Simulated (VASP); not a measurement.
# BaS (Fm-3m) in VASP: a series of runs

The runs below take BaS through single point, with PBEsol.

Everything below comes from runs of VASP 6.6.1. Logs are shortened: lines on timing, memory, paths and dates and some standing lists are left out, and cuts for length are marked.

## Step 1: The cell of the first run

The structure is cubic, space group Fm-3m (No. 225). The conventional cell has a = 6.018 Å, b = 6.018 Å, c = 6.018 Å, α = 90.00°, β = 90.00°, γ = 90.00°. Within 4.0 Å of Ba (site symmetry m-3m) lie 6 S at 3.01 Å. Within 4.0 Å of S (site symmetry m-3m) lie 6 Ba at 3.01 Å.

## Step 2: Single point, PBEsol

INCAR

```
SYSTEM = BaS
PREC     = Accurate       ! precision mode
ENCUT    = 520            ! plane-wave cutoff, eV
EDIFF    = 1E-6           ! SCF threshold, eV
ISMEAR   = -1             ! smearing method
SIGMA    = 0.05           ! smearing width, eV
LREAL    = .False.        ! projectors in reciprocal space
LASPH    = .True.         ! aspherical terms in the spheres
NELM     = 80             ! most SCF steps
ALGO     = Normal         ! electronic algorithm
ISIF     = 2              ! what is computed and relaxed
LWAVE    = .False.        ! write WAVECAR
LCHARG   = .False.        ! write CHGCAR
GGA      = PS             ! functional
NBANDS   = 15             ! bands
```

KPOINTS

```
Automatic mesh
0
Gamma
  7 7 7
  0 0 0
```

POSCAR

```
BaS
1.0
    0.0000000000      3.0091966411      3.0091966411
    3.0091966411      0.0000000000      3.0091966411
    3.0091966411      3.0091966411      0.0000000000
Ba S
1 1
Direct
    0.0000000000      0.0000000000      0.0000000000
    0.5000000000      0.5000000000      0.5000000000
```

Potentials or basis: VASP PAW PBE potentials, release 64 (Ba_sv, S).

Started as:

```bash
cat potpaw_PBE.64/Ba_sv/POTCAR potpaw_PBE.64/S/POTCAR > POTCAR
mpirun -np 1 vasp_std > vasp.out
```

OUTCAR:

```text
SYSTEM = BaS
   PREC = Accurate
   ENCUT = 520
   EDIFF = 1E-6
   ISMEAR = -1
   LREAL = .False.
   LASPH = .True.
   NELM = 80
   ISIF = 2
   GGA = PS

 ion  position               nearest neighbor table
   1  0.000  0.000  0.000-   2 3.01   2 3.01   2 3.01   2 3.01   2 3.01   2 3.01
   2  0.500  0.500  0.500-   1 3.01   1 3.01   1 3.01   1 3.01   1 3.01   1 3.01

  LATTYP: Found a face centered cubic cell.
 ALAT       =     6.0183932822

  Lattice vectors:

 A1 = (   0.0000000000,   3.0091966411,   3.0091966411)
 A2 = (   3.0091966411,   0.0000000000,   3.0091966411)
 A3 = (   3.0091966411,   3.0091966411,   0.0000000000)

Analysis of symmetry for initial positions (statically):
=====================================================================
 Subroutine PRICEL returns:
 Original cell was already a primitive cell.

 Routine SETGRP: Setting up the symmetry group for a
 face centered cubic supercell.

 Subroutine GETGRP returns: Found 48 space group operations
 (whereof 48 operations were pure point group operations)
 out of a pool of 48 trial point group operations.

The static configuration has the point symmetry O_h .

Analysis of symmetry for dynamics (positions and initial velocities):
=====================================================================
 Subroutine PRICEL returns:
 Original cell was already a primitive cell.

 Routine SETGRP: Setting up the symmetry group for a
 face centered cubic supercell.

 Subroutine GETGRP returns: Found 48 space group operations
 (whereof 48 operations were pure point group operations)
 out of a pool of 48 trial point group operations.

The dynamic configuration has the point symmetry O_h .

 Subroutine INISYM returns: Found 48 space group operations
 (whereof 48 operations are pure point group operations),
 and found     1 'primitive' translations

----------------------------------------------------------------------------------------

                                     Primitive cell

  volume of cell :      54.4981

  direct lattice vectors                    reciprocal lattice vectors
     0.000000000  3.009196641  3.009196641    -0.166157304  0.166157304  0.166157304
     3.009196641  0.000000000  3.009196641     0.166157304 -0.166157304  0.166157304
     3.009196641  3.009196641  0.000000000     0.166157304  0.166157304 -0.166157304

  length of vectors
     4.255646702  4.255646702  4.255646702     0.287792892  0.287792892  0.287792892

  position of ions in fractional coordinates (direct lattice)
     0.000000000  0.000000000  0.000000000
     0.500000000  0.500000000  0.500000000

  ion indices of the primitive-cell ions
   primitive index   ion index
                 1           1
                 2           2

----------------------------------------------------------------------------------------

 KPOINTS: Automatic mesh

Automatic generation of k-mesh.
 Grid dimensions read from file:
 generate k-points for:    7    7    7

 Generating k-lattice:

  Cartesian coordinates                     Fractional coordinates (reciprocal lattice)
    -0.023736758  0.023736758  0.023736758     0.142857143  0.000000000  0.000000000
     0.023736758 -0.023736758  0.023736758     0.000000000  0.142857143  0.000000000
     0.023736758  0.023736758 -0.023736758     0.000000000  0.000000000  0.142857143

  Length of vectors
     0.041113270  0.041113270  0.041113270

  Shift w.r.t. Gamma in fractional coordinates (k-lattice)
     0.000000000  0.000000000  0.000000000

 Subroutine IBZKPT returns following result:
 ===========================================

 Found     20 irreducible k-points:

 Following reciprocal coordinates:
            Coordinates               Weight
  0.000000  0.000000  0.000000      1.000000
  0.142857  0.000000  0.000000      8.000000
  0.285714  0.000000  0.000000      8.000000
  0.428571  0.000000  0.000000      8.000000
  0.142857  0.142857  0.000000      6.000000
  0.285714  0.142857  0.000000     24.000000
[... 12 lines left out ...]
 -0.428571  0.428571  0.142857     24.000000
 -0.285714  0.428571  0.142857     24.000000
   k-points           NKPTS =     20   k-points in BZ     NKDIM =     20   number of bands    NBANDS=     15
   number of dos      NEDOS =    301   number of ions     NIONS =      2
   total plane-waves  NPLWV =  32768
   dimension x,y,z NGX =    32 NGY =   32 NGZ =   32
   dimension x,y,z NGXF=    64 NGYF=   64 NGZF=   64
   ions per type =               1   1
   NGX,Y,Z   is equivalent  to a cutoff of  12.50, 12.50, 12.50 a.u.
   NGXF,Y,Z  is equivalent  to a cutoff of  25.00, 25.00, 25.00 a.u.
 SYSTEM =  BaS
   PREC   = accura    normal or accurate (medium, high low for compatibility)
   ISTART =      0    job   : 0-new  1-cont  2-samecut
   ICHARG =      2    charge: 1-file 2-atom 10-const
   ISPIN  =      1    spin polarized calculation?
   LNONCOLLINEAR =      F non collinear calculations
   LSORBIT =      F    spin-orbit coupling
   LASPH  =      T    aspherical Exc in radial PAW
   ENCUT  =  520.0 eV  38.22 Ry    6.18 a.u.   7.91  7.91  7.91*2*pi/ulx,y,z
   NELM   =     80;   NELMIN=  2; NELMDL= -5     # of ELM steps
   EDIFF  = 0.1E-05   stopping-criterion for ELM
   LREAL  =      F    real-space projection
   EDIFFG = 0.1E-04   stopping-criterion for IOM
   NSW    =      0    number of steps for IOM
   IBRION =     -1    ionic relax: 0-MD 1-quasi-New 2-CG
   NFREE  =      0    steps in history (QN), initial steepest desc. (CG)
   ISIF   =      2    stress and relaxation
   ISYM   =      2    0-nonsym 1-usesym 2-fastsym
   POTIM  = 0.5000    time-step for ionic-motion
   TEBEG  =    0.0;   TEEND  =   0.0 temperature during run
   PSTRESS=    0.0 pullay stress
   NELECT =      16.0000    total number of electrons
   NUPDOWN=      -1.0000    fix difference up-down
   EMIN   =  10.00;   EMAX   =-10.00  energy-range for DOS
   EFERMI =   0.00;   METHOD = LEGACY
   ISMEAR =    -1;   SIGMA  =   0.05  broadening in eV -4-tet -1-fermi 0-gaus
   EFERMI_NEDOS =   21; number of points for ismear=-14 and -15
   IALGO  =     38    algorithm
   IMIX   =      4    mixing-type and parameters
     AMIX     =   0.40;   BMIX     =  1.00
     AMIX_MAG =   1.60;   BMIX_MAG =  1.00
  volume/ion in A,a.u.               =      27.25       183.89
  Fermi-wavevector in a.u.,A,eV,Ry     =   1.088064  2.056142 16.107696  1.183882
  Thomas-Fermi vector in A             =   2.224237
   LORBIT       =      0    0 simple, 1 ext, 2 COOP (PROOUT), +10 PAW based schemes
   GGA     = PS    functional components
   LHFCALC =     F    Hartree Fock is set to
   AEXX    =    0.0000 exact exchange contribution
   IVDW    =     0    specifies the selected vdW correction
   LEPSILON=     F    determine dielectric tensor
   LRPA    =     F    only Hartree local field effects (RPA)
 non-spin polarized calculation
  energy-cutoff  :      520.00
  volume of cell :       54.50
 maximum number of plane-waves:      1480
   NGX = 15   NGY = 15   NGZ = 15

 number of electron      16.0000001 magnetization

 Free energy of the ion-electron system (eV)
  ---------------------------------------------------
  ext. energy  EPLUGINS =         0.00000000
  ---------------------------------------------------
  free energy    TOTEN  =       -10.42216429 eV

  energy without entropy =      -10.42216428  energy(sigma->0) =      -10.42216429

 E-fermi :   3.2266     XC(G=0):  -9.5912

 val. band max:        2.3899920167   @ k =   0.0000   0.0000   0.0000
 cond. band min:       4.0192983034   @ k =   0.4286   0.4286   0.0000
 fundamental gap:      1.6293062867
 Fermi energy:         3.2265734489

 k-point     1 :       0.0000    0.0000    0.0000
  band No.  band energies     occupation
      1     -23.1768      2.00000
      2      -8.2597      2.00000
      3      -8.1715      2.00000
      4      -8.1715      2.00000
      5      -8.1715      2.00000
      6       2.3900      2.00000
      7       2.3900      2.00000
      8       2.3900      2.00000
      9       6.0969      0.00000
     10       6.0969      0.00000
     11       6.0969      0.00000
     12       6.7337      0.00000
     13       7.2613      0.00000
     14       7.2613      0.00000
     15      11.1320      0.00000

 k-point     2 :       0.1429    0.0000    0.0000
  band No.  band energies     occupation
      1     -23.1562      2.00000
      2      -9.1210      2.00000
      3      -8.1834      2.00000
      4      -8.1834      2.00000
      5      -7.2988      2.00000
      6       1.7573      2.00000
      7       1.9966      2.00000
      8       1.9966      2.00000
      9       6.1663      0.00000
     10       6.4721      0.00000
     11       6.4721      0.00000
     12       7.5725      0.00000
     13       8.0512      0.00000
     14       8.0512      0.00000
     15      12.1283      0.00000

 k-point     3 :       0.2857    0.0000    0.0000
  band No.  band energies     occupation
      1     -23.1093      2.00000
      2      -9.8458      2.00000
      3      -8.2094      2.00000
      4      -8.2094      2.00000
      5      -6.5411      2.00000
      6       0.7196      2.00000
      7       1.3368      2.00000
      8       1.3368      2.00000
      9       6.6293      0.00000
     10       7.5106      0.00000
     11       7.5106      0.00000
     12       9.0779      0.00000
     13       9.8857      0.00000
     14       9.8857      0.00000
     15      14.0205      0.00000
[... 271 lines left out ...]
 k-point    19 :      -0.4286    0.4286    0.1429
  band No.  band energies     occupation
      1     -23.0387      2.00000
      2      -9.4557      2.00000
      3      -8.7464      2.00000
      4      -8.6388      2.00000
      5      -7.2433      2.00000
      6       1.3753      2.00000
      7       1.8734      2.00000
      8       2.1236      2.00000
      9       5.0817      0.00000
     10       8.7115      0.00000
     11       9.1873      0.00000
     12      10.5682      0.00000
     13      10.6449      0.00000
     14      11.5389      0.00000
     15      12.9338      0.00000

 k-point    20 :      -0.2857    0.4286    0.1429
  band No.  band energies     occupation
      1     -23.0351      2.00000
      2      -9.5475      2.00000
      3      -8.8786      2.00000
      4      -8.6091      2.00000
      5      -6.9464      2.00000
      6       0.9209      2.00000
      7       1.8200      2.00000
      8       2.0374      2.00000
      9       6.2380      0.00000
     10       7.3556      0.00000
     11       9.7130      0.00000
     12      10.2696      0.00000
     13      10.4442      0.00000
     14      13.0263      0.00000
     15      13.6321      0.00000

------------------------ aborting loop because EDIFF is reached ----------------------------------------

  FORCE on cell =-STRESS in cart. coord.  units (eV):
  Direction    XX          YY          ZZ          XY          YZ          ZX
  --------------------------------------------------------------------------------------
  -------------------------------------------------------------------------------------
  Total        3.8007873      3.8007873      3.8007873      0.0000000      0.0000000      0.0000000
  in kB      111.7384010    111.7384010    111.7384010      0.0000000      0.0000000      0.0000000
  external PRESSURE =     111.7384010 kB  Pullay stress =       0.0000000 kB

 VOLUME and BASIS-vectors are now :
 -----------------------------------------------------------------------------
  energy-cutoff  :      520.00
  volume of cell :       54.50
      direct lattice vectors                 reciprocal lattice vectors
     0.000000000  3.009196641  3.009196641    -0.166157304  0.166157304  0.166157304
     3.009196641  0.000000000  3.009196641     0.166157304 -0.166157304  0.166157304
     3.009196641  3.009196641  0.000000000     0.166157304  0.166157304 -0.166157304

 POSITION                                       TOTAL-FORCE (eV/Angst)
 -----------------------------------------------------------------------------------
      0.00000      0.00000      0.00000         0.000000     -0.000000      0.000000
      3.00920      3.00920      3.00920        -0.000000      0.000000     -0.000000
 -----------------------------------------------------------------------------------
    total drift:                                0.000000     -0.000000     -0.000000

  FREE ENERGIE OF THE ION-ELECTRON SYSTEM (eV)
  ---------------------------------------------------
  free  energy   TOTEN  =       -10.4221642912 eV

  energy  without entropy=      -10.4221642832  energy(sigma->0) =      -10.42216429
```

Run time: 13 s. Hardware: 1 thread of Intel Xeon Platinum 8259CL at 2.50GHz (Skylake/Cascade Lake), shared host; peak memory 0.18 GiB.

Results:

| Property | Result |
| --- | --- |
| Free energy | -10.4222 eV |
| Pressure | 11.2 GPa |
| Band gap on the k mesh | 1.63 eV (least direct gap 1.65 eV) |

Levels at points of the mesh, in eV from the valence-band top:
| k point | band 4 | band 5 | band 6 | band 7 | band 8 | band 9 | band 10 | band 11 | band 12 | band 13 |
| --- | --- | --- | --- | --- | --- | --- | --- | --- | --- | --- |
| (0.00, 0.00, 0.00) | -10.56 | -10.56 | 0.00 | 0.00 | 0.00 | 3.71 | 3.71 | 3.71 | 4.34 | 4.87 |

Caveat: the cell stands under pressure; the PAW data sets were made with another functional, which shifts forces and pressure a little; spin-orbit coupling is left out, which moves the levels of the heavy elements; an odd mesh through Γ misses points on the zone boundary, where band edges can lie. PBEsol gaps usually lie below the measured ones, often by a third to a half.

## Step 3: Single point, PBEsol

This run uses another cell than the first one, of 29.06 Å³/atom.

INCAR

```
PREC = Accurate
ENCUT = 520
EDIFF = 1E-6
ISMEAR = -1
SIGMA = 0.05
LREAL = F
LASPH = T
NELM = 80
ALGO = Normal
ISIF = 2
LWAVE = F
LCHARG = F
GGA = PS
NBANDS = 15
```

KPOINTS

```
regular mesh
0
Gamma
  7 7 7
```

POSCAR

```
BaS
1.0
    0.0000000000      3.0745681149      3.0745681149
    3.0745681149      0.0000000000      3.0745681149
    3.0745681149      3.0745681149      0.0000000000
Ba S
1 1
Direct
    0.0000000000      0.0000000000      0.0000000000
    0.5000000000      0.5000000000      0.5000000000
```

Potentials or basis: VASP PAW PBE potentials, release 64 (Ba_sv, S).

Started as:

```bash
cat potpaw_PBE.64/Ba_sv/POTCAR potpaw_PBE.64/S/POTCAR > POTCAR
mpirun -np 1 vasp_std > vasp.out
```

Run time: 13 s. Hardware: 1 thread of Intel Xeon Platinum 8259CL at 2.50GHz (Skylake/Cascade Lake), shared host; peak memory 0.18 GiB.

Results (log left out):

```yaml
Free_energy: -10.6132 eV
Pressure: 5.9 GPa
Band_gap_on_the_k_mesh: 1.80 eV (least direct gap 1.88 eV)
```

Levels at points of the mesh, in eV from the valence-band top:
| k point | band 4 | band 5 | band 6 | band 7 | band 8 | band 9 | band 10 | band 11 | band 12 | band 13 |
| --- | --- | --- | --- | --- | --- | --- | --- | --- | --- | --- |
| (0.00, 0.00, 0.00) | -10.73 | -10.54 | 0.00 | 0.00 | 0.00 | 3.75 | 3.75 | 3.75 | 3.99 | 4.84 |

Caveat: the cell stands under pressure; the PAW data sets were made with another functional, which shifts forces and pressure a little; spin-orbit coupling is left out, which moves the levels of the heavy elements; an odd mesh through Γ misses points on the zone boundary, where band edges can lie. A hybrid or GW would open this gap; PBEsol tends to underestimate it.
